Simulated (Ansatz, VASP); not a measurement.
## Two plane-wave programs on Ga

File INCAR:

```
SYSTEM = Ga
ALGO     = Fast           ! electronic algorithm
EDIFF    = 1E-7           ! SCF threshold, eV
ENCUT    = 520            ! plane-wave cutoff, eV
GGA      = PS             ! functional
ISIF     = 2              ! what is computed and relaxed
ISMEAR   = 0              ! smearing method
LASPH    = .True.         ! aspherical terms in the spheres
LCHARG   = .False.        ! write CHGCAR
LREAL    = .False.        ! projectors in reciprocal space
LWAVE    = .False.        ! write WAVECAR
NBANDS   = 12             ! bands
NELM     = 60             ! most SCF steps
PREC     = Accurate       ! precision mode
SIGMA    = 0.15           ! smearing width, eV
```

Contents of KPOINTS:

```
k-points
0
Gamma
  24 24 24
  0 0 0
```

POSCAR

```
Ga
1.0
   -1.3618800000      1.3618800000      2.1955650000
    1.3618800000     -1.3618800000      2.1955650000
    1.3618800000      1.3618800000     -2.1955650000
Ga
1
Direct
    0.0000000000      0.0000000000      0.0000000000
```

Input for Ansatz:

```yaml
crystal:
  lattice:
    - [-1.36188, 1.36188, 2.195565]
    - [1.36188, -1.36188, 2.195565]
    - [1.36188, 1.36188, -2.195565]
  atoms:
    - { symbol: Ga, position: [0.0, 0.0, 0.0] }
basis:
  ecutwfc: 420
kpoints:
  mp_grid: { grid: [24, 24, 24] }
hamiltonian:
  xc: pbesol
scf:
  occupations: { method: gaussian, width: 0.15 }
output:
  forces: true
  stress: true
  eigenvalues: true
```

Change from the starting cell: strain -0.030 along x and y, -0.015 along z, atoms carried along.

Alike in both runs: task single point; functional PBEsol; k mesh 24 × 24 × 24; occupations gaussian, width 0.15 eV; no spin polarisation.

|  | VASP | Ansatz |
| --- | --- | --- |
| version | VASP 6.6.1 | Ansatz 0.2.0 |
| potentials or method | VASP PAW PBE potentials, release 64 (Ga_d), cutoff 520 eV | scalar-relativistic, plane waves, PAW |
| valence electrons in the cell | 13 | 13 |

|  | VASP | Ansatz | Ansatz less VASP |
| --- | --- | --- | --- |
| gap on the k mesh at the Fermi level (eV) | none | none | - |
| pressure (GPa) | 6.2 | 6.1 | -0.07 |
| traceless stress, the component that is largest in VASP (GPa) | -0.28 | -0.27 | +0.009 |

VASP's potentials were made for PBE, not for PBEsol. A gap of «none» marks a metal or a gap that the smearing closes. With one functional, cell and mesh, what is left measures potentials, basis and numerics.
